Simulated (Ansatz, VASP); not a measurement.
# One calculation of BN, two programs

INCAR

```
SYSTEM = BN
  ALGO = Normal
  EDIFF = 1E-6
  ENCUT = 520
  GGA = PS
  ISIF = 2
  ISMEAR = 0
  LASPH = .TRUE.
  LCHARG = .TRUE.
  LELF = .TRUE.
  LREAL = .FALSE.
  LVHAR = .TRUE.
  LWAVE = .FALSE.
  NBANDS = 16
  NELM = 100
  PREC = Accurate
  SIGMA = 0.05
```

The input KPOINTS:

```
k-points
0
G
  12 12 4
  0 0 0
```

The input POSCAR:

```
BN
1.0
    2.3443803249      0.0000000000      0.0000000000
   -1.1721901625      2.0302929175      0.0000000000
    0.0000000000      0.0000000000      7.2532782871
B N
2 2
Direct
    0.3333333333      0.6666666667      0.2500000000
    0.6666666667      0.3333333333      0.7500000000
    0.3333333333      0.6666666667      0.7500000000
    0.6666666667      0.3333333333      0.2500000000
```

Input for Ansatz:

```yaml
crystal:
  lattice:
    - [2.3443803249, 0.0, 0.0]
    - [-1.1721901625, 2.0302929175, 0.0]
    - [0.0, 0.0, 7.2532782871]
  atoms:
    - { symbol: B, position: [0.3333333333, 0.6666666667, 0.25] }
    - { symbol: B, position: [0.6666666667, 0.3333333333, 0.75] }
    - { symbol: "N", position: [0.3333333333, 0.6666666667, 0.75] }
    - { symbol: "N", position: [0.6666666667, 0.3333333333, 0.25] }
basis:
  ecutwfc: 520.0
kpoints:
  mp_grid: { grid: [12, 12, 4] }
hamiltonian:
  xc: pbesol
  pseudopotentials: { kind: paw, azcp: { folder: soft_1 } }
scf:
  occupations: { method: gaussian, width: 0.05 }
output:
  forces: true
  stress: true
  eigenvalues: true
```

Alike in both runs: task single point; functional PBEsol; k mesh 12 × 12 × 4; occupations gaussian, width 0.05 eV; no spin polarisation.

|  | VASP | Ansatz |
| --- | --- | --- |
| version | VASP 6.6.1 | Ansatz 0.2.0 |
| potentials or method | VASP PAW PBE potentials, release 64 (B, N), cutoff 520 eV | scalar-relativistic, plane waves, PAW |
| valence electrons in the cell | 16 | 16 |

```tsv
	VASP	Ansatz	Ansatz less VASP
gap on the k mesh at the Fermi level (eV)	4.42	4.42	+0.009
least direct gap on the mesh (eV)	5.09	5.09	+0.003
```

VASP's potentials were made for PBE, not for PBEsol, and Ansatz warns of the same on its side. The functional is the same, so the differences come from potentials, cutoffs and numerics.
